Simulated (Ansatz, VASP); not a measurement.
## Two plane-wave programs on Ga

```
CELL_PARAMETERS angstrom
0.00000 2.10440 2.10440
2.10440 0.00000 2.10440
2.10440 2.10440 0.00000
ATOMIC_POSITIONS crystal
Ga 0.00000 0.00000 0.00000
```

Alike in both runs: task single point; functional r2SCAN; k mesh 15 × 15 × 15; occupations fermi-dirac, width 0.1 eV; no spin polarisation.

|  | VASP | Ansatz |
| --- | --- | --- |
| version | VASP 6.6.1 | Ansatz 0.2.0 |
| potentials or method | VASP PAW PBE potentials, release 64 (Ga_d), cutoff 520 eV | plane waves (500 eV) with PAW, scalar-relativistic |
| valence electrons in the cell | 13 | 13 |

```tsv
	VASP	Ansatz	Ansatz less VASP
pressure (GPa)	-2.4	-2.5	-0.11
```

VASP's potentials were made for PBE, not for r2SCAN. With one functional, cell and mesh, what is left measures potentials, basis and numerics.
